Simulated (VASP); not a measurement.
Set up this calculation in VASP 6.6.1, as the native input.

| Property | Result |
| --- | --- |
| Task | single point |
| Functional | PBE |
| Potentials or basis | VASP PAW PBE potentials, release 64 (Na_pv, Sc_sv) |
| Cutoff | 520 eV |
| k mesh | 8 × 8 × 8 |
| Occupations | gaussian, width 0.1 eV |
| Spin | no spin polarisation |
| Dipole correction | no |
| Further INCAR settings | ALGO = Fast; EDIFF = 1e-06; NBANDS = 52 |

The structure of NaSc7 lies in POSCAR:

```
NaSc7
1.0
    0.0000000000      4.6545222771      4.6545222771
    4.6545222771      0.0000000000      4.6545222771
    4.6545222771      4.6545222771      0.0000000000
Na Sc
1 7
Direct
    0.0000000000      0.0000000000      0.0000000000
    0.5000000000      0.5000000000      0.5000000000
    0.0000000000      0.5000000000      0.0000000000
    0.5000000000      0.0000000000      0.0000000000
    0.0000000000      0.5000000000      0.5000000000
    0.5000000000      0.0000000000      0.5000000000
    0.0000000000      0.0000000000      0.5000000000
    0.5000000000      0.5000000000      0.0000000000
```

The input as run:

INCAR

```
SYSTEM = NaSc7
PREC = Accurate ; ENCUT = 520
EDIFF = 1E-6 ; ISMEAR = 0
SIGMA = 0.1 ; LREAL = .False.
LASPH = .True. ; NELM = 60
ALGO = Fast ; ISIF = 2
LWAVE = .False. ; LCHARG = .False.
GGA = PE ; NBANDS = 52
```

KPOINTS

```
regular mesh
0
Gamma
  8 8 8
  0 0 0
```

Potentials or basis: VASP PAW PBE potentials, release 64 (Na_pv, Sc_sv).

Command:

```bash
$ cat potpaw_PBE.64/Na_pv/POTCAR potpaw_PBE.64/Sc_sv/POTCAR > POTCAR
$ mpirun -np 1 vasp_std > vasp.out
```

Results of the run:

```json
{
 "Pressure": "0.0 GPa",
 "Band gap on the k mesh": "zero (bands 42 and 43 overlap by 0.50 eV)"
}
```

Wall time 30 min on 1 thread of Intel Xeon 8259CL, on a shared host, peak memory 0.48 GiB.
